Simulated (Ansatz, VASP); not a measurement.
Two plane-wave programs on ZnS

The input INCAR:

```
SYSTEM = ZnS
  ALGO = Normal
  EDIFF = 1E-7
  ENCUT = 520
  GGA = PE
  ISIF = 2
  ISMEAR = 0
  LASPH = .True.
  LCHARG = .False.
  LREAL = .False.
  LWAVE = .False.
  NBANDS = 26
  NELM = 100
  PREC = Accurate
  SIGMA = 0.05
```

File KPOINTS:

```
k-points
0
Gamma
  12 12 4
  0 0 0
```

The input POSCAR:

```
ZnS
1.0
    3.5378535486      0.0000000000      0.0000000000
   -1.7689267743      3.0638710479      0.0000000000
    0.0000000000      0.0000000000      5.8009066467
Zn S
2 2
Direct
    0.3333333333      0.6666666667      0.0052197901
    0.6666666667      0.3333333333      0.5052197901
    0.3333333333      0.6666666667      0.3797802099
    0.6666666667      0.3333333333      0.8797802099
```

Input for Ansatz:

```yaml
crystal:
  lattice:
    - [3.5378535486, 0.0, 0.0]
    - [-1.7689267743, 3.0638710479, 0.0]
    - [0.0, 0.0, 5.8009066467]
  atoms:
    - { symbol: Zn, position: [0.3333333333, 0.6666666667, 0.0052197901] }
    - { symbol: Zn, position: [0.6666666667, 0.3333333333, 0.5052197901] }
    - { symbol: S, position: [0.3333333333, 0.6666666667, 0.3797802099] }
    - { symbol: S, position: [0.6666666667, 0.3333333333, 0.8797802099] }
basis:
  ecutwfc: 420
kpoints:
  mp_grid: { grid: [12, 12, 4] }
hamiltonian:
  xc: pbe
scf:
  occupations: { method: gaussian, width: 0.05 }
output:
  forces: true
  stress: true
  eigenvalues: true
```

Change from the starting cell: strain -0.080 along x and y, -0.080 along z, atoms carried along.

Alike in both runs: task single point; functional PBE; k mesh 12 × 12 × 4; occupations gaussian, width 0.05 eV; no spin polarisation.

|  | VASP | Ansatz |
| --- | --- | --- |
| version | VASP 6.6.1 | Ansatz 0.2.0 |
| potentials or method | VASP PAW PBE potentials, release 64 (Zn, S), cutoff 520 eV | scalar-relativistic, plane waves, PAW |
| valence electrons in the cell | 36 | 36 |

Ansatz gave:

| Quantity | Value |
| --- | --- |
| gap on the k mesh at the Fermi level (eV) | 3.25 |
| least direct gap on the mesh (eV) | 3.25 |
| pressure (GPa) | 30.1 |
| traceless stress, the component that is largest in VASP (GPa) | 0.42 |
| rms of the force components (eV/Å) | 0.046 |

Problem. Which values does VASP return?

Solution. gap on the k mesh at the Fermi level (eV): 3.27; least direct gap on the mesh (eV): 3.27; pressure (GPa): 30.4; traceless stress, the component that is largest in VASP (GPa): 0.43; rms of the force components (eV/Å): 0.046.

Atom by atom the forces differ by 0.000 eV/Å (rms over components). Both programs put the cell under a high pressure, so it lies far from rest at this level.
